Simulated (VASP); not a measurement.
**CuNi5: single point with PBE**

Crystal: CuNi5.

```
CELL_PARAMETERS angstrom
2.49874 0.00000 0.00000
0.00000 2.49874 0.00000
0.00000 0.00000 10.61770
ATOMIC_POSITIONS crystal
Cu 0.50000 0.50000 0.50000
Ni 0.00000 0.00000 0.67205
Ni 0.50000 0.50000 0.83497
Ni 0.00000 0.00000 0.00000
Ni 0.50000 0.50000 0.16503
Ni 0.00000 0.00000 0.32795
```

```yaml
Program: VASP 6.6.1
Task: single point
Functional: PBE
Potentials_or_basis: VASP PAW PBE potentials, release 64 (Cu, Ni)
Cutoff: 520 eV
k_mesh: 14 × 14 × 4
Occupations: gaussian, width 0.1 eV
Spin: collinear spin, ferromagnetic start
Starting_moments: "[0.0, 0.57, 0.72, 0.77, 0.72, 0.57] μB"
Dipole_correction: no
Further_INCAR_settings: ALGO = Normal; EDIFF = 1e-06; NBANDS = 44
```

```yaml
Pressure: 0.1 GPa
Largest_force: 0.012 eV/Å
Net_moment: 2.79 μB per cell
Site_moments: Cu +0.00; Ni +0.48, +0.61, +0.66 (each value once) μB
Valence_electrons_inside_the_program's_atomic_spheres: Cu 10.04; Ni 9.29, 9.31, 9.30 (each value once)
```

Forces in eV/Å, atoms in the order of the input:
```
Cu   0.000  0.000  0.000
Ni   0.000  0.000  0.012
Ni   0.000  0.000  0.004
Ni   0.000  0.000  0.000
Ni   0.000  0.000 -0.004
Ni   0.000  0.000 -0.012
```

Stress tensor (GPa, compression positive):
```
0.03 0.00 0.00
0.00 0.03 0.00
0.00 0.00 0.11
```

Levels at points of the mesh, in eV from the Fermi level:
Spin up:
| k point | band 28 | band 29 | band 30 | band 31 | band 32 | band 33 | band 34 | band 35 | band 36 | band 37 |
| --- | --- | --- | --- | --- | --- | --- | --- | --- | --- | --- |
| (0.00, 0.00, 0.00) | -0.99 | -0.86 | -0.86 | -0.77 | -0.53 | -0.47 | -0.44 | -0.44 | 2.38 | 8.87 |
| (0.50, 0.00, 0.00) | -0.66 | -0.65 | -0.61 | 0.04 | 0.38 | 0.47 | 0.64 | 0.82 | 1.05 | 5.96 |
| (0.50, 0.50, 0.00) | -0.46 | -0.20 | -0.20 | 2.38 | 2.38 | 5.22 | 5.22 | 5.25 | 5.25 | 8.71 |
| (0.00, 0.00, 0.50) | -0.78 | -0.63 | -0.63 | -0.56 | -0.56 | -0.51 | -0.49 | 0.69 | 0.97 | 10.74 |
| (0.50, 0.00, 0.50) | -0.60 | -0.53 | -0.52 | -0.38 | -0.28 | 0.47 | 0.85 | 0.91 | 0.99 | 5.34 |
| (0.50, 0.50, 0.50) | -0.46 | -0.20 | -0.20 | 3.32 | 3.32 | 3.33 | 3.33 | 7.52 | 7.52 | 7.60 |
Spin down:
| k point | band 27 | band 28 | band 29 | band 30 | band 31 | band 32 |
| --- | --- | --- | --- | --- | --- | --- |
| (0.00, 0.00, 0.00) | -0.56 | -0.47 | -0.23 | -0.19 | -0.19 | -0.04 |
| (0.50, 0.00, 0.00) | -0.18 | -0.09 | 0.02 | 0.06 | 0.07 | 0.85 |
| (0.50, 0.50, 0.00) | 0.33 | 0.36 | 0.50 | 0.50 | 2.34 | 2.34 |
| (0.00, 0.00, 0.50) | -0.46 | -0.24 | -0.02 | -0.02 | -0.02 | 0.05 |
| (0.50, 0.00, 0.50) | -0.33 | -0.24 | -0.19 | 0.09 | 0.11 | 0.12 |
| (0.50, 0.50, 0.50) | 0.33 | 0.36 | 0.50 | 0.50 | 3.36 | 3.36 |

Run time: 21 min on 1 thread of Oxide Virtual Turin-like Processor, on a shared host, peak memory 0.49 GiB.
